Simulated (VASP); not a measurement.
HfNbSe4, 6 atoms in the cell. It takes space group F-43m (No. 216, cubic). Conventional cell: a = 8.529 Å, b = 8.529 Å, c = 8.529 Å, α = 90.00°, β = 90.00°, γ = 90.00°. Within 4.6 Å of Hf (site symmetry -43m) lie 12 Se at 3.53 Å and 4 Nb at 3.69 Å. Nb (site symmetry -43m) has 12 Se at 3.54 Å and 4 Hf at 3.69 Å within 4.6 Å. Se (site symmetry 3m) has 6 Se at 3.01 to 3.02 Å and 3 Hf at 3.53 Å and 3 Nb at 3.54 Å within 4.0 Å. 

- Program: VASP 6.6.1
- Task: relaxation of cell and atoms
- Functional: PBE
- Potentials or basis: VASP PAW PBE potentials, release 64 (Hf_pv, Nb_sv, Se)
- Cutoff: 600 eV
- k mesh: 4 × 4 × 4
- Occupations: gaussian, width 0.1 eV
- Spin: collinear spin, zero start
- Starting moments: [0.0, 0.0, 0.0, 0.0, 0.0, 0.0] μB
- Dipole correction: no
- Further INCAR settings: ALGO = Normal; EDIFF = 1e-06; IBRION = 2; EDIFFG = -0.04; NSW = 90; ISIF = 3

Potentials or basis: VASP PAW PBE potentials, release 64 (Hf_pv, Nb_sv, Se).

Launch:

```bash
$ cat potpaw_PBE.64/Hf_pv/POTCAR potpaw_PBE.64/Nb_sv/POTCAR potpaw_PBE.64/Se/POTCAR > POTCAR
$ mpirun -np 1 vasp_std > vasp.out
```

Hardware: 1 thread of Intel(R) Xeon(R) Platinum 8259CL CPU @ 2.50GHz (Skylake/Cascade Lake), with other jobs on the host.

Problem. How long does it take, and how much memory?

Solution. Wall time 20 min on 1 thread of Intel(R) Xeon(R) Platinum 8259CL CPU @ 2.50GHz (Skylake/Cascade Lake), on a shared host, peak memory 0.47 GiB. Counts: scf iterations 76, k points 8, ion steps 7.
